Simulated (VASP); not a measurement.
# Zn (P6_3/mmc) in VASP: notebook, part 2 of 2

VASP 6.6.1. Earlier steps stand in the parts before.

### 4 Relaxation of shape and atoms at fixed volume, PBEsol (volume scaled by 0.94)

INCAR

```
SYSTEM = Zn
PREC = Accurate
ENCUT = 600
EDIFF = 1E-6
ISMEAR = 0
SIGMA = 0.1
LREAL = .FALSE.
LASPH = .TRUE.
NELM = 80
ALGO = Normal
ISIF = 4
LWAVE = .FALSE.
LCHARG = .FALSE.
GGA = PS
IBRION = 2
NSW = 50
EDIFFG = -0.01
```

KPOINTS

```
regular mesh
0
G
  18 18 8
  0 0 0
```

POSCAR

```
Zn
1.0
    2.5640357600      0.0000000000      0.0000000000
   -1.2820178800      2.2205201043      0.0000000000
    0.0000000000      0.0000000000      4.7047485054
Zn
2
Direct
    0.3333333333      0.6666666667      0.2500000000
    0.6666666667      0.3333333333      0.7500000000
```

Potentials or basis: VASP PAW PBE potentials, release 64 (Zn).

The run is started by

```
$ cat potpaw_PBE.64/Zn/POTCAR > POTCAR
$ mpirun -np 1 vasp_std > vasp.out
```

OUTCAR:

```text
SYSTEM = Zn
   PREC = Accurate
   ENCUT = 600
   EDIFF = 1E-6
   ISMEAR = 0
   LREAL = .FALSE.
   LASPH = .TRUE.
   NELM = 80
   ISIF = 4
   GGA = PS
   IBRION = 2
   NSW = 50
   EDIFFG = -0.01

 ion  position               nearest neighbor table
   1  0.333  0.667  0.250-   2 2.78   2 2.78   2 2.78   2 2.78   2 2.78   2 2.78
   2  0.667  0.333  0.750-   1 2.78   1 2.78   1 2.78   1 2.78   1 2.78   1 2.78

  LATTYP: Found a hexagonal cell.
 ALAT       =     2.5640357600
 C/A-ratio  =     1.8348997228

  Lattice vectors:

 A1 = (   2.5640357600,   0.0000000000,   0.0000000000)
 A2 = (  -1.2820178800,   2.2205201043,   0.0000000000)
 A3 = (   0.0000000000,   0.0000000000,   4.7047485054)

Analysis of symmetry for initial positions (statically):
=====================================================================
 Subroutine PRICEL returns:
 Original cell was already a primitive cell.

 Routine SETGRP: Setting up the symmetry group for a
 hexagonal supercell.

 Subroutine GETGRP returns: Found 24 space group operations
 (whereof 12 operations were pure point group operations)
 out of a pool of 24 trial point group operations.

The static configuration has the point symmetry D_3d.
 The point group associated with its full space group is D_6h.

Analysis of symmetry for dynamics (positions and initial velocities):
=====================================================================
 Subroutine PRICEL returns:
 Original cell was already a primitive cell.

 Routine SETGRP: Setting up the symmetry group for a
 hexagonal supercell.

 Subroutine GETGRP returns: Found 24 space group operations
 (whereof 12 operations were pure point group operations)
[... 121 lines left out ...]
   IMIX   =      4    mixing-type and parameters
     AMIX     =   0.40;   BMIX     =  1.00
     AMIX_MAG =   1.60;   BMIX_MAG =  1.00
  volume/ion in A,a.u.               =      13.39        90.38
  Fermi-wavevector in a.u.,A,eV,Ry     =   1.578242  2.982444 33.890029  2.490847
  Thomas-Fermi vector in A             =   2.678802
   LORBIT       =      0    0 simple, 1 ext, 2 COOP (PROOUT), +10 PAW based schemes
   GGA     = PS    functional components
   LHFCALC =     F    Hartree Fock is set to
   AEXX    =    0.0000 exact exchange contribution
   IVDW    =     0    specifies the selected vdW correction
   LEPSILON=     F    determine dielectric tensor
   LRPA    =     F    only Hartree local field effects (RPA)
 conjugate gradient relaxation of ions
 non-spin polarized calculation
 Gauss-broadening in eV      SIGMA  =   0.10
  energy-cutoff  :      600.00
  volume of cell :       26.79
 maximum number of plane-waves:       907
   NGX = 11   NGY = 11   NGZ = 19

--------------------------------------- Ionic step        1  -------------------------------------------

 number of electron      24.0000001 magnetization

 Free energy of the ion-electron system (eV)
  ---------------------------------------------------
  ext. energy  EPLUGINS =         0.00000000
  ---------------------------------------------------
  free energy    TOTEN  =        -3.13988897 eV

  energy without entropy =       -3.13776465  energy(sigma->0) =       -3.13882681

------------------------ aborting loop because EDIFF is reached ----------------------------------------

  FORCE on cell =-STRESS in cart. coord.  units (eV):
  Direction    XX          YY          ZZ          XY          YZ          ZX
  --------------------------------------------------------------------------------------
  -------------------------------------------------------------------------------------
  Total        1.1491437      1.1491437      0.9075015      0.0000000     -0.0000000     -0.0000000
  in kB       68.7336999     68.7336999     54.2803630      0.0000000     -0.0000000     -0.0000000
  external PRESSURE =      63.9159210 kB  Pullay stress =       0.0000000 kB
[... 59 lines left out ...]
--------------------------------------- Ionic step        3  -------------------------------------------

 number of electron      24.0000006 magnetization

 Free energy of the ion-electron system (eV)
  ---------------------------------------------------
  ext. energy  EPLUGINS =         0.00000000
  ---------------------------------------------------
  free energy    TOTEN  =        -3.14093519 eV

  energy without entropy =       -3.13898392  energy(sigma->0) =       -3.13995956

 E-fermi :   4.0053     XC(G=0): -12.3899

 val. band max:        3.9724962188   @ k =   0.3333   0.2778   0.1250
 cond. band min:       4.0117167288   @ k =   0.3889  -0.0000   0.0000
 fundamental gap:      0.0392205099
 Fermi energy:         4.0053119265

 k-point     1 :       0.0000    0.0000    0.0000
  band No.  band energies     occupation
      1      -7.5775      2.00000
      2      -5.2708      2.00000
      3      -4.3551      2.00000
      4      -4.1037      2.00000
      5      -4.1037      2.00000
      6      -4.0309      2.00000
[... 433 lines left out ...]
      3      -4.7112      2.00000
      4      -4.1017      2.00000
      5      -3.9894      2.00000
      6      -3.9482      2.00000
[... 8 lines left out ...]
     15      10.2463      0.00000
     16      11.1537      0.00000

 [... further k-points ...]
[... 5 lines left out ...]
  --------------------------------------------------------------------------------------
  -------------------------------------------------------------------------------------
  Total        1.0369540      1.0369540      1.0169475      0.0000000     -0.0000000      0.0000000
  in kB       62.0233020     62.0233020     60.8266548      0.0000000     -0.0000000      0.0000000
  external PRESSURE =      61.6244196 kB  Pullay stress =       0.0000000 kB
[... 17 lines left out ...]
  FREE ENERGIE OF THE ION-ELECTRON SYSTEM (eV)
  ---------------------------------------------------
  free  energy   TOTEN  =        -3.1409351918 eV

  energy  without entropy=       -3.1389839189  energy(sigma->0) =       -3.13995956

 reached required accuracy - stopping structural energy minimisation
```

OSZICAR:

```text
N       E                     dE             d eps       ncg     rms          rms(c)
DAV:   1     0.100179077277E+03    0.10018E+03   -0.14035E+04  6088   0.270E+03
DAV:   2    -0.744779382890E+00   -0.10092E+03   -0.99431E+02  5992   0.320E+02
[... 16 lines left out ...]
   2 F= -.31406407E+01 E0= -.31397112E+01  d E =-.751753E-03
       N       E                     dE             d eps       ncg     rms          rms(c)
DAV:   1    -0.314665217869E+01   -0.60110E-02   -0.12138E-01  7016   0.338E+00    0.474E-01
DAV:   2    -0.314290596024E+01    0.37462E-02   -0.34952E-03  6464   0.118E+00    0.284E-01
DAV:   3    -0.314091495809E+01    0.19910E-02   -0.25880E-03  8352   0.945E-01    0.316E-02
DAV:   4    -0.314093567846E+01   -0.20720E-04   -0.27961E-04  6432   0.201E-01    0.175E-02
DAV:   5    -0.314093519184E+01    0.48661E-06   -0.17675E-06  5848   0.486E-02
   3 F= -.31409352E+01 E0= -.31399596E+01  d E =-.104622E-02
```

Run time: 1.7 min. Hardware: 1 thread of Intel Xeon 6975P-C, shared host; peak memory 0.2 GiB.

What came out:

```yaml
Free_energy: -3.1409 eV
Energy_gained_by_relaxing: 0.5 meV/atom
Ionic_steps: 3
Pressure_after_relaxing: 6.2 GPa
Band_gap_on_the_k_mesh: zero (band 12 reaches 5.48 eV, above the bottom of band 13 at 1.28 eV)
```

The path:
| step | energy change (eV) | largest force (eV/Å) | pressure (GPa) | volume (Å³) |
| --- | --- | --- | --- | --- |
| 1 | 0.0000 | 0.0000 | 6.39 | 26.79 |
| 2 | -0.0008 | 0.0000 | 6.29 | 26.79 |
| 3 | -0.0010 | 0.0000 | 6.16 | 26.79 |

Final structure:
```cif
data_structure
_symmetry_space_group_name_H-M 'P 1'
_symmetry_Int_Tables_number 1
_cell_length_a 2.5745
_cell_length_b 2.5745
_cell_length_c 4.6666
_cell_angle_alpha 90.000
_cell_angle_beta 90.000
_cell_angle_gamma 120.000
_cell_volume 26.79
loop_
_atom_site_label
_atom_site_type_symbol
_atom_site_fract_x
_atom_site_fract_y
_atom_site_fract_z
_atom_site_occupancy
Zn1 Zn 0.33333 0.66667 0.25000 1
Zn2 Zn 0.66667 0.33333 0.75000 1
```

Caveat: the cell differs from its parent crystal (volume scaled by 0.94); the PAW data sets were made with another functional, which shifts forces and pressure a little.

### 5 Summary

| cell | gap on the mesh (eV) | pressure (GPa) |
| --- | --- | --- |
| relaxed from a = 2.586, b = 2.586, c = 4.329 Å, angles 90.0, 90.0, 120.0°, 2 atoms | none | 13.5 |
| relaxed from a = 2.546, b = 2.546, c = 4.620 Å, angles 90.0, 90.0, 120.0°, 2 atoms | none | 8.1 |
| relaxed from a = 2.564, b = 2.564, c = 4.705 Å, angles 90.0, 90.0, 120.0°, 2 atoms | none | 6.2 |

Alike in all rows: task relaxation of shape and atoms at fixed volume; level PBEsol; potentials or basis VASP PAW PBE potentials, release 64 (Zn); no spin polarisation; k mesh 18 × 18 × 8; cutoff (eV) 600; smearing gaussian 0.1 eV.

Caveats: the PAW data sets were made with another functional, which shifts forces and pressure a little.

Absolute energies hang on the potentials; compare differences alone.
